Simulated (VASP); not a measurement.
## Cr: single point with LDA

Cr:

```xyz
1
Lattice="-1.3942 1.3942 1.3942 1.3942 -1.3942 1.3942 1.3942 1.3942 -1.3942" Properties=species:S:1:pos:R:3 pbc="T T T"
Cr    0.0000    0.0000    0.0000
```

```
Program             : VASP 6.6.1
Task                : single point
Functional          : LDA
Potentials or basis : VASP PAW LDA potentials, release 64 (Cr_pv)
Cutoff              : 500 eV
k mesh              : 16 × 16 × 16
Occupations         : gaussian, width 1 eV
Spin                : no spin polarisation
```

| Item | Value |
| --- | --- |
| Pressure | 4.4 GPa |
| Band gap on the k mesh | zero (bands 6 and 7 overlap by 3.72 eV) |

Levels at points of the mesh, in eV from the Fermi level:
```
           k point  band 2  band 3  band 4  band 5  band 6  band 7  band 8  band 9  band 10  band 11
(0.00, 0.00, 0.00)  -42.06  -42.06   -7.92   -0.85   -0.85   -0.85    1.34    1.34     5.61    22.89
(0.50, 0.00, 0.00)  -42.42  -42.07   -4.65   -2.56    1.37    1.47    1.73    3.31     5.60    10.88
(0.50, 0.50, 0.50)  -42.84  -42.84   -4.64   -4.64    2.87    2.87    2.87    5.60    11.30    11.30
```

Wall time 23 s on 1 thread of AMD EPYC 7R13 (shared host), peak memory 0.09 GiB.

Caveat: the cell stands under pressure; so wide a smearing shifts energies and pressures; an empty level that is flat over the whole mesh can mark a ghost state of the potentials, or a narrow d or f band; the run has no spin polarisation, though such a crystal can be magnetic. Spin polarisation is off, so any magnetic state and its effect on volume and gap are missing.
